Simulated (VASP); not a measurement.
A run of VASP 6.6.1 is set up as follows.

INCAR

```
SYSTEM = C
ALGO     = Normal         ! electronic algorithm
EDIFF    = 1E-6           ! SCF threshold, eV
ENCUT    = 520            ! plane-wave cutoff, eV
ISIF     = 2              ! what is computed and relaxed
ISMEAR   = 0              ! smearing method
LASPH    = .TRUE.         ! aspherical terms in the spheres
LCHARG   = .TRUE.         ! write CHGCAR
LELF     = .TRUE.         ! ELF
LREAL    = .FALSE.        ! projectors in reciprocal space
LVHAR    = .TRUE.       
LWAVE    = .FALSE.        ! write WAVECAR
NBANDS   = 26             ! bands
NELM     = 60             ! most SCF steps
PREC     = Accurate       ! precision mode
SIGMA    = 0.1            ! smearing width, eV
```

KPOINTS

```
k-points
0
G
  14 8 6
  0 0 0
```

File POSCAR:

```
C
1.0
    2.4455497234      0.0000000000      0.0000000000
    0.0000000000      4.2334729555      0.0000000000
    0.0000000000      0.0000000000      6.7353219677
C
8
Direct
    0.5000000000      0.6666982411      0.5000000000
    0.0000000000      0.8333017589      0.5000000000
    0.5000000000      0.1666982411      0.0000000000
    0.0000000000      0.3333017589      0.0000000000
    0.0000000000      0.6666982411      0.0000000000
    0.5000000000      0.8333017589      0.0000000000
    0.0000000000      0.1666982411      0.5000000000
    0.5000000000      0.3333017589      0.5000000000
```

Potentials or basis: VASP PAW LDA potentials, release 64 (C).

Run with:

```sh
$ cat potpaw_LDA.64/C/POTCAR > POTCAR
$ mpirun -np 1 vasp_std > vasp.out
```

(1) What does it give for the largest force?

(2) Predict the band gap on the k mesh.

(3) What does it give for the pressure?

Results:

(1) 0.013 eV/Å.

(2) zero (band 16 reaches 4.77 eV, above the bottom of band 17 at 4.58 eV).

(3) 0.8 GPa.
